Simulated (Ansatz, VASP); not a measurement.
## Two plane-wave programs on CdF2

The input INCAR:

```
ALGO = Normal
EDIFF = 1E-7
ENCUT = 520
GGA = PE
ISIF = 2
ISMEAR = 0
LASPH = True
LCHARG = True
LELF = True
LREAL = False
LVHAR = True
LWAVE = False
NBANDS = 20
NELM = 100
PREC = Accurate
SIGMA = 0.05
```

The input KPOINTS:

```
k-points
0
Gamma
  8 8 8
```

Contents of POSCAR:

```
CdF2
1.0
   -0.2009988431      2.7402705265      2.8498813476
    2.7402705265     -0.2009988431      2.8498813476
    2.5392716834      2.5392716834      0.0000000000
Cd F
1 2
Direct
    0.0000000000      0.0000000000      0.0000000000
    0.2500000000      0.2500000000      0.2500000000
    0.7500000000      0.7500000000      0.7500000000
```

Input for Ansatz:

```yaml
crystal:
  lattice:
    - [-0.2009988431, 2.7402705265, 2.8498813476]
    - [2.7402705265, -0.2009988431, 2.8498813476]
    - [2.5392716834, 2.5392716834, 0.0]
  atoms:
    - { symbol: Cd, position: [0.0, 0.0, 0.0] }
    - { symbol: F, position: [0.25, 0.25, 0.25] }
    - { symbol: F, position: [0.75, 0.75, 0.75] }
basis:
  ecutwfc: 520.0
kpoints:
  mp_grid: { grid: [8, 8, 8] }
hamiltonian:
  xc: pbe
  pseudopotentials: { kind: paw }
scf:
  occupations: { method: gaussian, width: 0.05 }
output:
  forces: true
  stress: true
  eigenvalues: true
  write_density: true
  write_potential: true
  elf: true
  volumetric_format: npy
```

Change from the starting cell: engineering shear strain xy -0.1467, normal strain along z +0.0400.

Alike in both runs: task single point; functional PBE; k mesh 8 × 8 × 8; occupations gaussian, width 0.05 eV; no spin polarisation.

|  | VASP | Ansatz |
| --- | --- | --- |
| version | VASP 6.6.1 | Ansatz 0.2.0 |
| potentials or method | VASP PAW PBE potentials, release 64 (Cd, F), cutoff 520 eV | scalar-relativistic, plane waves, PAW |
| valence electrons in the cell | 26 | 34 |

Ansatz gave:

```
gap on the k mesh at the Fermi level (eV)                     : 2.75
least direct gap on the mesh (eV)                             : 3.19
pressure (GPa)                                                : -1.3
traceless stress, the component that is largest in VASP (GPa) : -2.76
rms of the force components (eV/Å)                            : 0.034
```

Q: Estimate VASP's values.

A: gap on the k mesh at the Fermi level (eV): 2.72; least direct gap on the mesh (eV): 3.16; pressure (GPa): -0.8; traceless stress, the component that is largest in VASP (GPa): -2.69; rms of the force components (eV/Å): 0.056.

Atom by atom the forces differ by 0.022 eV/Å (rms over components). With one functional, cell and mesh, what is left measures potentials, basis and numerics. VASP's potentials hold 26 valence electrons a cell and Ansatz's 34, so a difference there can come from the potentials and not from the codes.
